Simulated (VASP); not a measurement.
# ZnAu (Pm-3m) in VASP: a series of runs

ZnAu is run at these levels: PBE; tasks: electric field gradients.

All numbers are computed with VASP 6.6.1; they aren't measurements. Logs are shortened: lines on timing, memory, paths and dates and some standing lists are left out, and cuts for length are marked.

## 1. The cell of the first run

Symmetry: Pm-3m, No. 221, cubic system. Conventional cell: a = 3.094 Å, b = 3.094 Å, c = 3.094 Å, α = 90.00°, β = 90.00°, γ = 90.00°. Zn (site symmetry m-3m) has 8 Au at 2.68 Å and 6 Zn at 3.09 Å within 3.5 Å. Within 3.5 Å of Au (site symmetry m-3m) lie 8 Zn at 2.68 Å and 6 Au at 3.09 Å.

## 2. Electric field gradients, PBE (14.80 Å³/atom)

Contents of INCAR:

```
SYSTEM = ZnAu
PREC     = Accurate       ! precision mode
ENCUT    = 520            ! plane-wave cutoff, eV
EDIFF    = 1E-8           ! SCF threshold, eV
ISMEAR   = -1             ! smearing method
SIGMA    = 0.05           ! smearing width, eV
LREAL    = .FALSE.        ! projectors in reciprocal space
LASPH    = .TRUE.         ! aspherical terms in the spheres
NELM     = 80             ! most SCF steps
ALGO     = Normal         ! electronic algorithm
ISIF     = 2              ! what is computed and relaxed
LWAVE    = .FALSE.        ! write WAVECAR
LCHARG   = .FALSE.        ! write CHGCAR
GGA      = PE             ! functional
LEFG     = .TRUE.       
NBANDS   = 18             ! bands
```

Contents of KPOINTS:

```
regular mesh
0
G
  12 12 12
  0 0 0
```

Contents of POSCAR:

```
ZnAu
1.0
    3.0936507106      0.0000000000      0.0000000000
    0.0000000000      3.0936507106      0.0000000000
    0.0000000000      0.0000000000      3.0936507106
Zn Au
1 1
Direct
    0.5000000000      0.5000000000      0.5000000000
    0.0000000000      0.0000000000      0.0000000000
```

Potentials or basis: VASP PAW PBE potentials, release 64 (Zn, Au).

Run with:

```
$ cat potpaw_PBE.64/Zn/POTCAR potpaw_PBE.64/Au/POTCAR > POTCAR
$ mpirun -np 1 vasp_std > vasp.out
```

OUTCAR:

```text
SYSTEM = ZnAu
   PREC = Accurate
   ENCUT = 520
   EDIFF = 1E-8
   ISMEAR = -1
   LREAL = .FALSE.
   LASPH = .TRUE.
   NELM = 80
   ISIF = 2
   GGA = PE

 ion  position               nearest neighbor table
   1  0.500  0.500  0.500-   2 2.68   2 2.68   2 2.68   2 2.68   2 2.68   2 2.68   2 2.68   2 2.68

   2  0.000  0.000  0.000-   1 2.68   1 2.68   1 2.68   1 2.68   1 2.68   1 2.68   1 2.68   1 2.68

  LATTYP: Found a simple cubic cell.
 ALAT       =     3.0936507106

  Lattice vectors:

 A1 = (   3.0936507106,   0.0000000000,   0.0000000000)
 A2 = (   0.0000000000,   3.0936507106,   0.0000000000)
 A3 = (   0.0000000000,   0.0000000000,   3.0936507106)

Analysis of symmetry for initial positions (statically):
=====================================================================
 Subroutine PRICEL returns:
 Original cell was already a primitive cell.

 Routine SETGRP: Setting up the symmetry group for a
 simple cubic supercell.

 Subroutine GETGRP returns: Found 48 space group operations
 (whereof 48 operations were pure point group operations)
 out of a pool of 48 trial point group operations.

The static configuration has the point symmetry O_h .

Analysis of symmetry for dynamics (positions and initial velocities):
=====================================================================
 Subroutine PRICEL returns:
 Original cell was already a primitive cell.

 Routine SETGRP: Setting up the symmetry group for a
 simple cubic supercell.

 Subroutine GETGRP returns: Found 48 space group operations
 (whereof 48 operations were pure point group operations)
 out of a pool of 48 trial point group operations.

The dynamic configuration has the point symmetry O_h .

 Subroutine INISYM returns: Found 48 space group operations
 (whereof 48 operations are pure point group operations),
 and found     1 'primitive' translations

----------------------------------------------------------------------------------------

                                     Primitive cell

  volume of cell :      29.6083

  direct lattice vectors                    reciprocal lattice vectors
     3.093650711  0.000000000  0.000000000     0.323242697  0.000000000  0.000000000
     0.000000000  3.093650711  0.000000000     0.000000000  0.323242697  0.000000000
     0.000000000  0.000000000  3.093650711     0.000000000  0.000000000  0.323242697

  length of vectors
     3.093650711  3.093650711  3.093650711     0.323242697  0.323242697  0.323242697

  position of ions in fractional coordinates (direct lattice)
     0.500000000  0.500000000  0.500000000
     0.000000000  0.000000000  0.000000000

  ion indices of the primitive-cell ions
   primitive index   ion index
                 1           1
                 2           2

----------------------------------------------------------------------------------------

 KPOINTS: regular mesh

Automatic generation of k-mesh.
 Grid dimensions read from file:
 generate k-points for:   12   12   12

 Generating k-lattice:

  Cartesian coordinates                     Fractional coordinates (reciprocal lattice)
     0.026936891  0.000000000  0.000000000     0.083333333  0.000000000  0.000000000
     0.000000000  0.026936891  0.000000000     0.000000000  0.083333333  0.000000000
     0.000000000  0.000000000  0.026936891     0.000000000  0.000000000  0.083333333

  Length of vectors
     0.026936891  0.026936891  0.026936891

  Shift w.r.t. Gamma in fractional coordinates (k-lattice)
     0.000000000  0.000000000  0.000000000

 Subroutine IBZKPT returns following result:
 ===========================================

 Found     84 irreducible k-points:

 Following reciprocal coordinates:
            Coordinates               Weight
  0.000000  0.000000  0.000000      1.000000
  0.083333  0.000000  0.000000      6.000000
  0.166667  0.000000  0.000000      6.000000
  0.250000  0.000000  0.000000      6.000000
  0.333333  0.000000  0.000000      6.000000
  0.416667  0.000000  0.000000      6.000000
[... 16 lines left out ...]
  0.333333  0.333333  0.000000     12.000000
  0.416667  0.333333  0.000000     24.000000
 [... further k-points ...]
   k-points           NKPTS =     84   k-points in BZ     NKDIM =     84   number of bands    NBANDS=     18
   number of dos      NEDOS =    301   number of ions     NIONS =      2
   total plane-waves  NPLWV =  13824
   dimension x,y,z NGX =    24 NGY =   24 NGZ =   24
   dimension x,y,z NGXF=    48 NGYF=   48 NGZF=   48
   ions per type =               1   1
   NGX,Y,Z   is equivalent  to a cutoff of  12.90, 12.90, 12.90 a.u.
   NGXF,Y,Z  is equivalent  to a cutoff of  25.79, 25.79, 25.79 a.u.
 SYSTEM =  ZnAu
   PREC   = accura    normal or accurate (medium, high low for compatibility)
   ISTART =      0    job   : 0-new  1-cont  2-samecut
   ICHARG =      2    charge: 1-file 2-atom 10-const
   ISPIN  =      1    spin polarized calculation?
   LNONCOLLINEAR =      F non collinear calculations
   LSORBIT =      F    spin-orbit coupling
   LASPH  =      T    aspherical Exc in radial PAW
   ENCUT  =  520.0 eV  38.22 Ry    6.18 a.u.   5.75  5.75  5.75*2*pi/ulx,y,z
   NELM   =     80;   NELMIN=  2; NELMDL= -5     # of ELM steps
   EDIFF  = 0.1E-07   stopping-criterion for ELM
   LREAL  =      F    real-space projection
   EDIFFG = 0.1E-06   stopping-criterion for IOM
   NSW    =      0    number of steps for IOM
   IBRION =     -1    ionic relax: 0-MD 1-quasi-New 2-CG
   NFREE  =      0    steps in history (QN), initial steepest desc. (CG)
   ISIF   =      2    stress and relaxation
   ISYM   =      2    0-nonsym 1-usesym 2-fastsym
   POTIM  = 0.5000    time-step for ionic-motion
   TEBEG  =    0.0;   TEEND  =   0.0 temperature during run
   PSTRESS=    0.0 pullay stress
   NELECT =      23.0000    total number of electrons
   NUPDOWN=      -1.0000    fix difference up-down
   EMIN   =  10.00;   EMAX   =-10.00  energy-range for DOS
   EFERMI =   0.00;   METHOD = LEGACY
   ISMEAR =    -1;   SIGMA  =   0.05  broadening in eV -4-tet -1-fermi 0-gaus
   EFERMI_NEDOS =   21; number of points for ismear=-14 and -15
   IALGO  =     38    algorithm
   IMIX   =      4    mixing-type and parameters
     AMIX     =   0.40;   BMIX     =  1.00
     AMIX_MAG =   1.60;   BMIX_MAG =  1.00
  volume/ion in A,a.u.               =      14.80        99.90
  Fermi-wavevector in a.u.,A,eV,Ry     =   1.504918  2.843883 30.814177  2.264778
  Thomas-Fermi vector in A             =   2.615835
   LORBIT       =      0    0 simple, 1 ext, 2 COOP (PROOUT), +10 PAW based schemes
   GGA     = PE    functional components
   LHFCALC =     F    Hartree Fock is set to
   AEXX    =    0.0000 exact exchange contribution
   IVDW    =     0    specifies the selected vdW correction
   LEPSILON=     F    determine dielectric tensor
   LRPA    =     F    only Hartree local field effects (RPA)
 non-spin polarized calculation
  energy-cutoff  :      520.00
  volume of cell :       29.61
 maximum number of plane-waves:       840
 NGX is ok and might be reduce to    24
   NGX = 11   NGY = 11   NGZ = 11

 number of electron      22.9999963 magnetization

 Free energy of the ion-electron system (eV)
  ---------------------------------------------------
  ext. energy  EPLUGINS =         0.00000000
  ---------------------------------------------------
  free energy    TOTEN  =        -4.64731572 eV

  energy without entropy =       -4.64413765  energy(sigma->0) =       -4.64572669

 E-fermi :   7.8218     XC(G=0): -12.6739

 val. band max:        7.6468976760   @ k =   0.4167   0.4167   0.1667
 cond. band min:       7.8407664285   @ k =   0.5000   0.4167   0.2500
 fundamental gap:      0.1938687525
 Fermi energy:         7.8218110970

 k-point     1 :       0.0000    0.0000    0.0000
  band No.  band energies     occupation
      1      -3.3623      2.00000
      2      -0.6533      2.00000
      3      -0.6533      2.00000
      4       0.1697      2.00000
      5       0.1697      2.00000
      6       0.1697      2.00000
[... 10 lines left out ...]
     17      20.2557      0.00000
     18      26.2470      0.00000

 k-point     2 :       0.0833    0.0000    0.0000
  band No.  band energies     occupation
      1      -3.2335      2.00000
      2      -0.6212      2.00000
      3      -0.6107      2.00000
      4       0.1685      2.00000
      5       0.1685      2.00000
      6       0.1818      2.00000
[... 10 lines left out ...]
     17      20.8418      0.00000
     18      26.1879      0.00000
[... 442 lines left out ...]
 k-point    24 :       0.4167    0.3333    0.0000
  band No.  band energies     occupation
      1      -0.7920      2.00000
      2      -0.5846      2.00000
      3      -0.1422      2.00000
      4      -0.0416      2.00000
      5       0.3676      2.00000
      6       1.1069      2.00000
[... 10 lines left out ...]
     17      21.5494      0.00000
     18      22.3678      0.00000

 [... further k-points ...]
[... 5 lines left out ...]
  --------------------------------------------------------------------------------------
  -------------------------------------------------------------------------------------
  Total        2.4799401      2.4799401      2.4799401     -0.0000000     -0.0000000     -0.0000000
  in kB      134.1954970    134.1954970    134.1954970     -0.0000000     -0.0000000     -0.0000000
  external PRESSURE =     134.1954970 kB  Pullay stress =       0.0000000 kB

 VOLUME and BASIS-vectors are now :
 -----------------------------------------------------------------------------
  energy-cutoff  :      520.00
  volume of cell :       29.61
      direct lattice vectors                 reciprocal lattice vectors
     3.093650711  0.000000000  0.000000000     0.323242697  0.000000000  0.000000000
     0.000000000  3.093650711  0.000000000     0.000000000  0.323242697  0.000000000
     0.000000000  0.000000000  3.093650711     0.000000000  0.000000000  0.323242697

 POSITION                                       TOTAL-FORCE (eV/Angst)
 -----------------------------------------------------------------------------------
      1.54683      1.54683      1.54683         0.000000      0.000000      0.000000
      0.00000      0.00000      0.00000         0.000000      0.000000      0.000000
 -----------------------------------------------------------------------------------
    total drift:                                0.000000      0.000000     -0.000000

  FREE ENERGIE OF THE ION-ELECTRON SYSTEM (eV)
  ---------------------------------------------------
  free  energy   TOTEN  =        -4.6473157237 eV

  energy  without entropy=       -4.6441376515  energy(sigma->0) =       -4.64572669

 Electric field gradients (V/A^2)
---------------------------------------------------------------------
 ion       V_xx      V_yy      V_zz      V_xy      V_xz      V_yz
---------------------------------------------------------------------
   1      -0.000    -0.000     0.000    -0.000     0.000     0.000
   2      -0.000    -0.000     0.000     0.000     0.000     0.000
---------------------------------------------------------------------

 Electric field gradients after diagonalization (V/A^2)
 (convention: |V_zz| > |V_xx| > |V_yy|)
----------------------------------------------------------------------
 ion       V_xx      V_yy      V_zz     asymmetry (V_yy - V_xx)/ V_zz
----------------------------------------------------------------------
   1      -0.000    -0.000     0.000       0.126
   2      -0.000    -0.000     0.000       0.011
----------------------------------------------------------------------

           NMR quadrupolar parameters

 Cq : quadrupolar parameter    Cq=e*Q*V_zz/h
 eta: asymmetry parameters     (V_yy - V_xx)/ V_zz
 Q  : nuclear electric quadrupole moment in mb (millibarn)
----------------------------------------------------------------------
 ion       Cq(MHz)       eta       Q (mb)
----------------------------------------------------------------------
   1       0.000       0.126       1.000
   2       0.000       0.011       1.000
----------------------------------------------------------------------
```

Wall time 40 s (1 thread of Intel Xeon 8259CL, shared host); peak memory 0.18 GiB.

Results:

| Quantity | Value |
| --- | --- |
| Free energy | -4.6473 eV |
| Pressure | 13.4 GPa |
| Band gap on the k mesh | zero (an odd number of electrons rules out a gap without spin polarisation) |
| Largest electric field gradient by atom | zero within the noise of the run |

Caveat: the cell stands under pressure; spin-orbit coupling is left out, which moves the levels of the heavy elements.

## 3. Electric field gradients, PBE (15.19 Å³/atom)

This run uses another cell than the first one, of 15.19 Å³/atom.

Contents of INCAR:

```
PREC = Accurate ; ENCUT = 520
EDIFF = 1E-8 ; ISMEAR = -1
SIGMA = 0.05 ; LREAL = False
LASPH = True ; NELM = 100
ALGO = Normal ; ISIF = 2
LWAVE = False ; LCHARG = False
GGA = PE ; LEFG = True
NBANDS = 18
```

Contents of KPOINTS:

```
Automatic mesh
0
Gamma
  12 12 12
```

Contents of POSCAR:

```
ZnAu
1.0
    3.1205533715      0.0000000000      0.0000000000
    0.0000000000      3.1205533715      0.0000000000
    0.0000000000      0.0000000000      3.1205533715
Zn Au
1 1
Direct
    0.5000000000      0.5000000000      0.5000000000
    0.0000000000      0.0000000000      0.0000000000
```

Potentials or basis: VASP PAW PBE potentials, release 64 (Zn, Au).

Run with:

```
$ cat potpaw_PBE.64/Zn/POTCAR potpaw_PBE.64/Au/POTCAR > POTCAR
$ mpirun -np 1 vasp_std > vasp.out
```

OUTCAR:

```text
PREC = Accurate
   ENCUT = 520
   EDIFF = 1E-8
   ISMEAR = -1
   LREAL = False
   LASPH = True
   NELM = 100
   ISIF = 2
   GGA = PE

 ion  position               nearest neighbor table
   1  0.500  0.500  0.500-   2 2.70   2 2.70   2 2.70   2 2.70   2 2.70   2 2.70   2 2.70   2 2.70

   2  0.000  0.000  0.000-   1 2.70   1 2.70   1 2.70   1 2.70   1 2.70   1 2.70   1 2.70   1 2.70

  LATTYP: Found a simple cubic cell.
 ALAT       =     3.1205533715

  Lattice vectors:

 A1 = (   3.1205533715,   0.0000000000,   0.0000000000)
 A2 = (   0.0000000000,   3.1205533715,   0.0000000000)
 A3 = (   0.0000000000,   0.0000000000,   3.1205533715)

Analysis of symmetry for initial positions (statically):
=====================================================================
 Subroutine PRICEL returns:
 Original cell was already a primitive cell.

 Routine SETGRP: Setting up the symmetry group for a
 simple cubic supercell.

 Subroutine GETGRP returns: Found 48 space group operations
 (whereof 48 operations were pure point group operations)
 out of a pool of 48 trial point group operations.

The static configuration has the point symmetry O_h .

Analysis of symmetry for dynamics (positions and initial velocities):
=====================================================================
 Subroutine PRICEL returns:
 Original cell was already a primitive cell.

 Routine SETGRP: Setting up the symmetry group for a
 simple cubic supercell.

 Subroutine GETGRP returns: Found 48 space group operations
 (whereof 48 operations were pure point group operations)
[... 156 lines left out ...]

 k-point     1 :       0.0000    0.0000    0.0000
  band No.  band energies     occupation
      1      -3.4453      2.00000
      2      -0.8447      2.00000
      3      -0.8447      2.00000
      4      -0.0909      2.00000
      5      -0.0909      2.00000
      6      -0.0909      2.00000
[... 481 lines left out ...]
      5       0.0942      2.00000
      6       0.8661      2.00000
[... 10 lines left out ...]
     17      21.0809      0.00000
     18      21.7779      0.00000

 [... further k-points ...]

------------------------ aborting loop because EDIFF is reached ----------------------------------------

  FORCE on cell =-STRESS in cart. coord.  units (eV):
  Direction    XX          YY          ZZ          XY          YZ          ZX
  --------------------------------------------------------------------------------------
  -------------------------------------------------------------------------------------
  Total        1.6846636      1.6846636      1.6846636     -0.0000000      0.0000000     -0.0000000
  in kB       88.8237148     88.8237148     88.8237148     -0.0000000      0.0000000     -0.0000000
  external PRESSURE =      88.8237148 kB  Pullay stress =       0.0000000 kB

 VOLUME and BASIS-vectors are now :
 -----------------------------------------------------------------------------
  energy-cutoff  :      520.00
  volume of cell :       30.39
      direct lattice vectors                 reciprocal lattice vectors
     3.120553371  0.000000000  0.000000000     0.320455984  0.000000000  0.000000000
     0.000000000  3.120553371  0.000000000     0.000000000  0.320455984  0.000000000
     0.000000000  0.000000000  3.120553371     0.000000000  0.000000000  0.320455984

 POSITION                                       TOTAL-FORCE (eV/Angst)
 -----------------------------------------------------------------------------------
      1.56028      1.56028      1.56028         0.000000      0.000000      0.000000
      0.00000      0.00000      0.00000         0.000000      0.000000      0.000000
 -----------------------------------------------------------------------------------
    total drift:                                0.000000      0.000000     -0.000000

  FREE ENERGIE OF THE ION-ELECTRON SYSTEM (eV)
  ---------------------------------------------------
  free  energy   TOTEN  =        -4.7015976089 eV

  energy  without entropy=       -4.6982563236  energy(sigma->0) =       -4.69992697

 Electric field gradients (V/A^2)
---------------------------------------------------------------------
 ion       V_xx      V_yy      V_zz      V_xy      V_xz      V_yz
---------------------------------------------------------------------
   1      -0.000    -0.000     0.000     0.000    -0.000     0.000
   2      -0.000    -0.000    -0.000     0.000     0.000     0.000
---------------------------------------------------------------------

 Electric field gradients after diagonalization (V/A^2)
 (convention: |V_zz| > |V_xx| > |V_yy|)
----------------------------------------------------------------------
 ion       V_xx      V_yy      V_zz     asymmetry (V_yy - V_xx)/ V_zz
----------------------------------------------------------------------
   1      -0.000    -0.000     0.000       0.482
   2      -0.000    -0.000    -0.000      -0.020
----------------------------------------------------------------------

           NMR quadrupolar parameters

 Cq : quadrupolar parameter    Cq=e*Q*V_zz/h
 eta: asymmetry parameters     (V_yy - V_xx)/ V_zz
 Q  : nuclear electric quadrupole moment in mb (millibarn)
----------------------------------------------------------------------
 ion       Cq(MHz)       eta       Q (mb)
----------------------------------------------------------------------
   1       0.000       0.482       1.000
   2      -0.000      -0.020       1.000
----------------------------------------------------------------------
```

stdout:

```text
POSCAR found type information on POSCAR ZnAu
 POSCAR found :  2 types and       2 ions
 scaLAPACK will be used
 LDA part: xc-table for (Slater+PW92), standard interpolation
 POSCAR, INCAR and KPOINTS ok, starting setup
 FFT: planning ... GRIDC
 FFT: planning ... GRID_SOFT
 FFT: planning ... GRID
 WAVECAR not read
 entering main loop
ion   1

ion   2
```

It took 39 s on 1 thread of Intel Xeon 8259CL, shared host; peak memory 0.17 GiB.

Results:

| Property | Result |
| --- | --- |
| Free energy | -4.7016 eV |
| Pressure | 8.9 GPa |
| Band gap on the k mesh | zero (an odd number of electrons rules out a gap without spin polarisation) |
| Largest electric field gradient by atom | zero within the noise of the run |

Caveat: the cell stands under pressure; spin-orbit coupling is left out, which moves the levels of the heavy elements.

(Continued in part 2 of 3.)
